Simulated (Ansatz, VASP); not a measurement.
## ZnSe: VASP beside Ansatz

Contents of INCAR:

```
  ALGO = Normal
  EDIFF = 1E-6
  EDIFFG = -0.002
  ENCUT = 600
  IBRION = 2
  ISIF = 3
  ISMEAR = -1
  LASPH = True
  LCHARG = False
  LREAL = False
  LWAVE = False
  NELM = 100
  NSW = 100
  PREC = Accurate
  SIGMA = 0.1
```

File KPOINTS:

```
k-points
0
Gamma
  14 14 14
```

Contents of POSCAR:

```
ZnSe
1.0
    0.0000000000      2.8338000000      2.8338000000
    2.8338000000      0.0000000000      2.8338000000
    2.8338000000      2.8338000000      0.0000000000
Zn Se
1 1
Direct
    0.0000000000      0.0000000000      0.0000000000
    0.7500000000      0.7500000000      0.7500000000
```

Input for Ansatz:

```yaml
crystal:
  lattice:
    - [0.0, 2.8338, 2.8338]
    - [2.8338, 0.0, 2.8338]
    - [2.8338, 2.8338, 0.0]
  atoms:
    - { symbol: Zn, position: [0.0, 0.0, 0.0] }
    - { symbol: Se, position: [0.75, 0.75, 0.75] }
kpoints:
  mp_grid: { grid: [14, 14, 14] }
scf:
  occupations: { method: fermi_dirac, width: 0.1 }
hamiltonian:
  xc: lda
  pseudopotentials: { kind: paw }
relax:
  f_tol: 0.002
  max_steps: 80
  cell: {}
output:
  forces: true
  stress: true
```

Alike in both runs: task relaxation of cell and atoms; functional LDA; k mesh 14 × 14 × 14; occupations fermi-dirac, width 0.1 eV; no spin polarisation.

|  | VASP | Ansatz |
| --- | --- | --- |
| version | VASP 6.6.1 | Ansatz 0.2.0 |
| potentials or method | VASP PAW LDA potentials, release 64 (Zn, Se) | PAW with Ansatz's default frozen-core files, scalar-relativistic |
| plane-wave cutoff (eV) | 600 | 420 |
| valence electrons in the cell | 18 | 28 |

```tsv
	VASP	Ansatz	Ansatz less VASP
relaxed volume (Å³/atom)	21.68	21.57	-0.105
relaxed length of the cell vector where the two differ most in proportion (Å)	3.943	3.937	-0.0064
```

LDA's correlation is that of Perdew and Zunger in VASP and of Perdew and Wang (1992) in Ansatz. VASP's potentials hold 18 valence electrons a cell and Ansatz's 28, so a difference there can come from the potentials and not from the codes.
